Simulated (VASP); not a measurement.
Input of a VASP 6.6.1 run:

File POSCAR:

```
W
1.0
    0.0000000000      2.0909000000      1.9691000000
    2.0909000000      0.0000000000      1.9691000000
    2.0909000000      2.0909000000      0.0000000000
W
1
Direct
    0.0000000000      0.0000000000      0.0000000000
```

File INCAR.step1:

```
ALGO = Normal
EDIFF = 1E-4
ENCUT = 520
GGA = PE
ISMEAR = 0
LASPH = T
LCHARG = F
LREAL = F
LWAVE = T
NBANDS = 13
NELM = 60
PREC = Accurate
SIGMA = 0.15
```

File INCAR.step2:

```
ALGO = Normal
EDIFF = 1E-6
ENCUT = 520
ISIF = 2
ISMEAR = 0
ISTART = 1
LASPH = T
LCHARG = F
LMIXTAU = T
LREAL = F
LWAVE = F
METAGGA = R2SCAN
NBANDS = 13
NELM = 60
PREC = Accurate
SIGMA = 0.15
```

File KPOINTS:

```
k-points
0
Gamma
  20 20 20
```

Potentials or basis: VASP PAW PBE potentials, release 64 (W_sv).

Run with:

```sh
$ cat potpaw_PBE.64/W_sv/POTCAR > POTCAR
$ cp INCAR.step1 INCAR
$ mpirun -np 1 vasp_std > vasp.out
$ cp INCAR.step2 INCAR
$ mpirun -np 1 vasp_std > vasp.out
```

(1) Estimate the band gap on the k mesh.

(2) Predict the pressure.

Results:

(1) zero (bands 7 and 8 overlap by 4.05 eV).

(2) -15.4 GPa.

Caveat: the cell differs from its parent crystal (strain +0.030 along x and y, -0.030 along z); the stress differs along the axes, from -29 to -9 GPa; the PAW data sets were made with another functional, which shifts forces and pressure a little; spin-orbit coupling is left out, which moves the levels of the heavy elements.
